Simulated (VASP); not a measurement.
# ZnS (P1) in VASP: a series of runs

Runs on ZnS. Level: PBE. Tasks: single point.

All numbers are computed with VASP 6.6.1; they aren't measurements. Logs are shortened: lines on timing, memory, paths and dates and some standing lists are left out, and cuts for length are marked.

## Step 1: The cell of the first run

The typed cell holds 8 atoms: a = 3.845 Å, b = 3.845 Å, c = 12.611 Å, α = 90.00°, β = 90.00°, γ = 120.00°.

## Step 2: Single point, PBE (atoms displaced along a vibrational mode)

Contents of INCAR:

```
SYSTEM = ZnS
PREC = Accurate
ENCUT = 520
EDIFF = 1E-7
ISMEAR = 0
SIGMA = 0.05
LREAL = .False.
LASPH = .True.
NELM = 80
ALGO = Normal
ISIF = 2
LWAVE = .False.
LCHARG = .True.
GGA = PE
LELF = .True.
LVHAR = .True.
NBANDS = 46
```

Contents of KPOINTS:

```
Automatic mesh
0
Gamma
  12 12 2
  0 0 0
```

Contents of POSCAR:

```
ZnS
1.0
    3.8454929876      0.0000000000      0.0000000000
   -1.9227464938      3.3302946173      0.0000000000
    0.0000000000      0.0000000000     12.6106666232
Zn S
4 4
Direct
    0.3333333333      0.6666666667      0.0026098951
    0.3333333333      0.6666666667      0.5026098951
    0.6231603435      0.3014844943      0.2526098951
    0.7101729899      0.3651821724      0.7526098951
    0.2944867997      0.6382290303      0.1898901049
    0.3721798670      0.6951043030      0.6898901049
    0.6643901896      0.3316668365      0.4398901049
    0.6689431437      0.3349998302      0.9398901049
```

Potentials or basis: VASP PAW PBE potentials, release 64 (Zn, S).

Command:

```
> cat potpaw_PBE.64/Zn/POTCAR potpaw_PBE.64/S/POTCAR > POTCAR
> mpirun -np 1 vasp_std > vasp.out
```

OUTCAR:

```text
SYSTEM = ZnS
   PREC = Accurate
   ENCUT = 520
   EDIFF = 1E-7
   ISMEAR = 0
   LREAL = .False.
   LASPH = .True.
   NELM = 80
   ISIF = 2
   GGA = PE

 ion  position               nearest neighbor table
   1  0.333  0.667  0.003-   8 2.35   8 2.36   8 2.36   5 2.37
   2  0.333  0.667  0.503-   7 2.35   7 2.35   7 2.36   6 2.37
   3  0.623  0.301  0.253-   5 2.35   5 2.35   7 2.37   5 2.37
   4  0.710  0.365  0.753-   6 2.34   6 2.36   8 2.37   6 2.37
   5  0.294  0.638  0.190-   3 2.35   3 2.35   1 2.37   3 2.37
   6  0.372  0.695  0.690-   4 2.34   4 2.36   2 2.37   4 2.37
   7  0.664  0.332  0.440-   2 2.35   2 2.35   2 2.36   3 2.37
   8  0.669  0.335  0.940-   1 2.35   1 2.36   1 2.36   4 2.37

  LATTYP: Found a hexagonal cell.
 ALAT       =     3.8454929876
 C/A-ratio  =     3.2793367883

  Lattice vectors:

 A1 = (   3.8454929876,   0.0000000000,   0.0000000000)
 A2 = (  -1.9227464938,   3.3302946173,   0.0000000000)
 A3 = (   0.0000000000,   0.0000000000,  12.6106666232)

Analysis of symmetry for initial positions (statically):
=====================================================================
 Subroutine PRICEL returns:
 Original cell was already a primitive cell.

 Routine SETGRP: Setting up the symmetry group for a
 hexagonal supercell.

 Subroutine GETGRP returns: Found  1 space group operations
 (whereof  1 operations were pure point group operations)
 out of a pool of 24 trial point group operations.

The static configuration has the point symmetry C_1 .

Analysis of symmetry for dynamics (positions and initial velocities):
=====================================================================
 Subroutine PRICEL returns:
 Original cell was already a primitive cell.

 Routine SETGRP: Setting up the symmetry group for a
 hexagonal supercell.

 Subroutine GETGRP returns: Found  1 space group operations
 (whereof  1 operations were pure point group operations)
 out of a pool of 24 trial point group operations.

The dynamic configuration has the point symmetry C_1 .

 Subroutine INISYM returns: Found  1 space group operations
 (whereof  1 operations are pure point group operations),
 and found     1 'primitive' translations

----------------------------------------------------------------------------------------

[... 102 lines left out ...]
   ENCUT  =  520.0 eV  38.22 Ry    6.18 a.u.   7.15  7.15 23.45*2*pi/ulx,y,z
   NELM   =     80;   NELMIN=  2; NELMDL= -5     # of ELM steps
   EDIFF  = 0.1E-06   stopping-criterion for ELM
   LREAL  =      F    real-space projection
   EDIFFG = 0.1E-05   stopping-criterion for IOM
   NSW    =      0    number of steps for IOM
   IBRION =     -1    ionic relax: 0-MD 1-quasi-New 2-CG
   NFREE  =      0    steps in history (QN), initial steepest desc. (CG)
   ISIF   =      2    stress and relaxation
   ISYM   =      2    0-nonsym 1-usesym 2-fastsym
   POTIM  = 0.5000    time-step for ionic-motion
   TEBEG  =    0.0;   TEEND  =   0.0 temperature during run
   PSTRESS=    0.0 pullay stress
   NELECT =      72.0000    total number of electrons
   NUPDOWN=      -1.0000    fix difference up-down
   EMIN   =  10.00;   EMAX   =-10.00  energy-range for DOS
   EFERMI =   0.00;   METHOD = LEGACY
   ISMEAR =     0;   SIGMA  =   0.05  broadening in eV -4-tet -1-fermi 0-gaus
   EFERMI_NEDOS =   21; number of points for ismear=-14 and -15
   IALGO  =     38    algorithm
   IMIX   =      4    mixing-type and parameters
     AMIX     =   0.40;   BMIX     =  1.00
     AMIX_MAG =   1.60;   BMIX_MAG =  1.00
  volume/ion in A,a.u.               =      20.19       136.23
  Fermi-wavevector in a.u.,A,eV,Ry     =   1.250628  2.363344 21.280464  1.564070
  Thomas-Fermi vector in A             =   2.384613
   LORBIT       =      0    0 simple, 1 ext, 2 COOP (PROOUT), +10 PAW based schemes
   GGA     = PE    functional components
   LHFCALC =     F    Hartree Fock is set to
   AEXX    =    0.0000 exact exchange contribution
   IVDW    =     0    specifies the selected vdW correction
   LEPSILON=     F    determine dielectric tensor
   LRPA    =     F    only Hartree local field effects (RPA)
 non-spin polarized calculation
 Gauss-broadening in eV      SIGMA  =   0.05
  energy-cutoff  :      520.00
  volume of cell :      161.50
 maximum number of plane-waves:      4395
 NGX is ok and might be reduce to    30
   NGX = 15   NGY = 15   NGZ = 47

 number of electron      72.0000010 magnetization

 Free energy of the ion-electron system (eV)
  ---------------------------------------------------
  ext. energy  EPLUGINS =         0.00000000
  ---------------------------------------------------
  free energy    TOTEN  =       -27.36394803 eV

  energy without entropy =      -27.36394803  energy(sigma->0) =      -27.36394803

 E-fermi :   2.1280     XC(G=0):  -9.5178

 val. band max:        1.9123202462   @ k =   0.0000   0.0000   0.0000
 cond. band min:       3.9831298576   @ k =   0.0000   0.0000   0.0000
 fundamental gap:      2.0708096114
 Fermi energy:         2.1280034435

 k-point     1 :       0.0000    0.0000    0.0000
  band No.  band energies     occupation
      1     -11.0914      2.00000
      2     -10.6843      2.00000
      3     -10.6826      2.00000
      4     -10.2012      2.00000
      5      -4.3465      2.00000
      6      -4.3385      2.00000
[... 1165 lines left out ...]
     45       8.8772      0.00000
     46       9.0924      0.00000

 [... further k-points ...]
[... 5 lines left out ...]
  --------------------------------------------------------------------------------------
  -------------------------------------------------------------------------------------
  Total        0.1048240      0.1027204      0.0433509     -0.0243422      0.0000070      0.0094652
  in kB        1.0399167      1.0190476      0.4300669     -0.2414888      0.0000699      0.0939009
  external PRESSURE =       0.8296771 kB  Pullay stress =       0.0000000 kB

 VOLUME and BASIS-vectors are now :
 -----------------------------------------------------------------------------
  energy-cutoff  :      520.00
  volume of cell :      161.50
      direct lattice vectors                 reciprocal lattice vectors
     3.845492988  0.000000000  0.000000000     0.260044682  0.150136867  0.000000000
    -1.922746494  3.330294617  0.000000000     0.000000000  0.300273734  0.000000000
     0.000000000  0.000000000 12.610666623     0.000000000  0.000000000  0.079297949

 POSITION                                       TOTAL-FORCE (eV/Angst)
 -----------------------------------------------------------------------------------
     -0.00000      2.22020      0.03291         0.005207      0.000260      0.009996
     -0.00000      2.22020      6.33825         0.004687     -0.000264      0.009758
      1.81668      1.00403      3.18558         0.075637      0.080300      0.013634
      2.02881      1.21616      9.49091        -0.083928     -0.080320      0.013576
     -0.09471      2.12549      2.39464         0.040114      0.034830     -0.009170
      0.09471      2.31490      8.69997        -0.029516     -0.034797     -0.009281
      1.91720      1.10455      5.54731        -0.003923      0.002171     -0.014057
      1.92830      1.11565     11.85264        -0.008278     -0.002180     -0.014457
 -----------------------------------------------------------------------------------
    total drift:                               -0.000011     -0.000008     -0.000492

  FREE ENERGIE OF THE ION-ELECTRON SYSTEM (eV)
  ---------------------------------------------------
  free  energy   TOTEN  =       -27.3639480345 eV

  energy  without entropy=      -27.3639480345  energy(sigma->0) =      -27.36394803
```

stdout:

```text
POSCAR found type information on POSCAR ZnS
 POSCAR found :  2 types and       8 ions
 scaLAPACK will be used
 LDA part: xc-table for (Slater+PW92), standard interpolation
 POSCAR, INCAR and KPOINTS ok, starting setup
 FFT: planning ... GRIDC
 FFT: planning ... GRID_SOFT
 FFT: planning ... GRID
 WAVECAR not read
 entering main loop
```

Run time: 25 min. Hardware: 1 thread of Oxide Virtual Turin-like, shared host; peak memory 0.81 GiB.

Results:

```
Free energy            : -27.3639 eV
Pressure               : 0.1 GPa
Largest force          : 0.117 eV/Å
Band gap on the k mesh : 2.07 eV
```

Forces in eV/Å, atoms in the order of the input:
```
Zn   0.005  0.000  0.010
Zn   0.005  0.000  0.010
Zn   0.076  0.080  0.014
Zn  -0.084 -0.080  0.014
S    0.040  0.035 -0.009
S   -0.030 -0.035 -0.009
S   -0.004  0.002 -0.014
S   -0.008 -0.002 -0.014
```

Caveat: the cell differs from its parent crystal (atoms displaced along a vibrational mode). A k mesh can miss the band edges.

## Step 3: Single point, PBE (atoms displaced along a vibrational mode)

Contents of INCAR:

```
PREC = Accurate
ENCUT = 520
EDIFF = 1E-6
ISMEAR = 0
SIGMA = 0.05
LREAL = F
LASPH = T
NELM = 80
ALGO = Normal
ISIF = 2
LWAVE = F
LCHARG = T
GGA = PE
LELF = T
LVHAR = T
NBANDS = 46
```

Contents of KPOINTS:

```
Automatic mesh
0
Gamma
  12 12 2
```

Contents of POSCAR:

```
ZnS
1.0
    3.8454929876      0.0000000000      0.0000000000
   -1.9227464938      3.3302946173      0.0000000000
    0.0000000000      0.0000000000     12.6106666232
Zn S
4 4
Direct
    0.3333333333      0.6666666667      0.0026098951
    0.3333333333      0.6666666667      0.5026098951
    0.6304113973      0.3067926341      0.2526098951
    0.7029219360      0.3598740325      0.7526098951
    0.3009612220      0.6429686364      0.1898901049
    0.3657054447      0.6903646969      0.6898901049
    0.6647696025      0.3319445860      0.4398901049
    0.6685637309      0.3347220807      0.9398901049
```

Potentials or basis: VASP PAW PBE potentials, release 64 (Zn, S).

Command:

```
> cat potpaw_PBE.64/Zn/POTCAR potpaw_PBE.64/S/POTCAR > POTCAR
> mpirun -np 1 vasp_std > vasp.out
```

Run time: 17 min. Hardware: 1 thread of Oxide Virtual Turin-like, shared host; peak memory 0.81 GiB.

It converged, with:

```
Free energy            : -27.3712 eV
Pressure               : 0.1 GPa
Largest force          : 0.098 eV/Å
Band gap on the k mesh : 2.07 eV
```

Forces in eV/Å, atoms in the order of the input:
```
Zn   0.004  0.000  0.007
Zn   0.003  0.000  0.007
Zn   0.064  0.067  0.010
Zn  -0.070 -0.067  0.010
S    0.033  0.029 -0.007
S   -0.025 -0.029 -0.007
S   -0.002  0.002 -0.010
S   -0.006 -0.002 -0.010
```

Levels at points of the mesh, in eV from the valence-band top:
| k point | band 33 | band 34 | band 35 | band 36 | band 37 | band 38 | band 39 | band 40 |
| --- | --- | --- | --- | --- | --- | --- | --- | --- |
| (0.00, 0.00, 0.00) | -0.44 | -0.06 | -0.01 | 0.00 | 2.07 | 3.06 | 3.47 | 3.47 |
| (0.50, 0.00, 0.00) | -1.54 | -1.54 | -1.49 | -0.85 | 3.50 | 3.52 | 3.72 | 4.18 |
| (0.00, 0.50, 0.00) | -1.55 | -1.54 | -1.49 | -0.85 | 3.51 | 3.52 | 3.71 | 4.17 |
| (0.50, 0.50, 0.00) | -1.56 | -1.54 | -1.49 | -0.85 | 3.52 | 3.53 | 3.69 | 4.16 |
| (0.00, 0.00, 0.50) | -0.16 | -0.15 | -0.12 | -0.12 | 2.97 | 2.97 | 3.20 | 3.20 |
| (0.50, 0.00, 0.50) | -1.43 | -1.26 | -1.07 | -1.06 | 3.35 | 3.55 | 3.77 | 3.86 |
| (0.00, 0.50, 0.50) | -1.41 | -1.29 | -1.06 | -1.06 | 3.38 | 3.53 | 3.78 | 3.84 |
| (0.50, 0.50, 0.50) | -1.38 | -1.33 | -1.06 | -1.05 | 3.42 | 3.48 | 3.79 | 3.82 |

Caveat: the cell differs from its parent crystal (atoms displaced along a vibrational mode). A k mesh can miss the band edges.
